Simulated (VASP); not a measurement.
Here is a VASP 6.6.1 calculation.

The input INCAR:

```
SYSTEM = Ga
PREC     = Accurate       ! precision mode
ENCUT    = 520            ! plane-wave cutoff, eV
EDIFF    = 1E-6           ! SCF threshold, eV
ISMEAR   = -1             ! smearing method
SIGMA    = 0.03           ! smearing width, eV
LREAL    = .FALSE.        ! projectors in reciprocal space
LASPH    = .TRUE.         ! aspherical terms in the spheres
NELM     = 80             ! most SCF steps
ALGO     = Normal         ! electronic algorithm
ISIF     = 2              ! what is computed and relaxed
LWAVE    = .FALSE.        ! write WAVECAR
LCHARG   = .TRUE.         ! write CHGCAR
GGA      = PS             ! functional
LELF     = .TRUE.         ! ELF
LVHAR    = .TRUE.       
NBANDS   = 20             ! bands
```

KPOINTS

```
Automatic mesh
0
G
  14 14 11
  0 0 0
```

POSCAR

```
Ga
1.0
    1.3830000000     -4.0265000000      0.0000000000
    1.3830000000      4.0265000000      0.0000000000
   -0.1174500000      0.0000000000      3.2633314000
Ga
2
Direct
    0.8690000000      0.1310000000      0.2500000000
    0.1310000000      0.8690000000      0.7500000000
```

Potentials or basis: VASP PAW PBE potentials, release 64 (Ga_d).

Run with:

```sh
$ cat potpaw_PBE.64/Ga_d/POTCAR > POTCAR
$ mpirun -np 1 vasp_std > vasp.out
```

Task: What does it give for the largest force?

Result: 0.210 eV/Å.

Task: Predict the band gap on the k mesh.

Result: Zero (bands 13 and 14 overlap by 8.37 eV).

Task: Predict the pressure.

Result: -0.8 GPa.

Stress tensor (GPa, compression positive):
```
-0.81  0.00  0.00
 0.00 -1.04  0.00
 0.00  0.00 -0.51
```

Caveat: the cell differs from its parent crystal (zz strain of -2 %); the PAW data sets were made with another functional, which shifts forces and pressure a little.
